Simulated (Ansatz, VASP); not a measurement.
TaN in VASP and in Ansatz

File POSCAR:

```
TaN
1.0
    5.1996298254      0.0000000000      0.0000000000
   -2.5998149127      4.5030115191      0.0000000000
    0.0000000000      0.0000000000      2.9103592733
Ta N
3 3
Direct
    0.3333333333      0.6666666667      0.5000000000
    0.6666666667      0.3333333333      0.5000000000
    0.0000000000      0.0000000000      0.0000000000
    0.3924063645      0.0000000000      0.0000000000
    0.6075936355      0.6075936355      0.0000000000
    0.0000000000      0.3924063645      0.0000000000
```

INCAR.step1

```
ALGO = Normal
EDIFF = 1E-5
ENCUT = 660
GGA = PE
GGA_COMPAT = F
ISMEAR = 0
LASPH = T
LCHARG = F
LREAL = F
LWAVE = T
NBANDS = 36
NELM = 120
PREC = Accurate
SIGMA = 0.1
```

INCAR.step2

```
ALGO = Normal
EDIFF = 1E-6
ENCUT = 660
GGA_COMPAT = F
ISIF = 2
ISMEAR = 0
ISTART = 1
LASPH = T
LCHARG = T
LELF = T
LMIXTAU = T
LREAL = F
LVHAR = T
LWAVE = F
METAGGA = R2SCAN
NBANDS = 36
NELM = 120
PREC = Accurate
SIGMA = 0.1
```

File KPOINTS:

```
k-points
0
Gamma
  12 12 12
```

Input for Ansatz:

```yaml
crystal:
  lattice:
    - [5.1996298243, 0.0, 0.0]
    - [-2.5998149121, 4.5030115181, 0.0]
    - [0.0, 0.0, 2.9103592739]
  atoms:
    - { symbol: Ta, position: [0.3333333333, 0.6666666667, 0.5] }
    - { symbol: Ta, position: [0.6666666667, 0.3333333333, 0.5] }
    - { symbol: Ta, position: [0.0, 0.0, 0.0] }
    - { symbol: "N", position: [0.3924063645, 0.0, 0.0] }
    - { symbol: "N", position: [0.6075936355, 0.6075936355, 0.0] }
    - { symbol: "N", position: [0.0, 0.3924063645, 0.0] }
basis:
  ecutwfc: 500
kpoints:
  mp_grid: { grid: [12, 12, 12] }
hamiltonian:
  xc: r2scan
scf:
  occupations: { method: gaussian, width: 0.1 }
output:
  forces: true
  stress: true
  eigenvalues: true
```

Alike in both runs: task single point; functional r2SCAN; k mesh 12 × 12 × 12; occupations gaussian, width 0.1 eV; no spin polarisation.

|  | VASP | Ansatz |
| --- | --- | --- |
| version | VASP 6.6.1 | Ansatz 0.2.0 |
| potentials or method | VASP PAW PBE potentials, release 64 (Ta_sv_GW, N), cutoff 660 eV | scalar-relativistic, plane waves, PAW |
| valence electrons in the cell | 54 | 54 |

Ansatz gave:

| Property | Result |
| --- | --- |
| gap on the k mesh at the Fermi level (eV) | none |
| pressure (GPa) | 0.0 |
| traceless stress, the component that is largest in VASP (GPa) | 0.03 |
| rms of the force components (eV/Å) | 0.001 |

Which values does VASP return?

gap on the k mesh at the Fermi level (eV): none; pressure (GPa): 0.1; traceless stress, the component that is largest in VASP (GPa): -0.08; rms of the force components (eV/Å): 0.005.

VASP's potentials were made for PBE, not for r2SCAN. Atom by atom the forces differ by 0.006 eV/Å (rms over components). A gap of «none» marks a metal or a gap that the smearing closes. The functional is the same, so the differences come from potentials, cutoffs and numerics.

Spin-orbit coupling is off throughout.
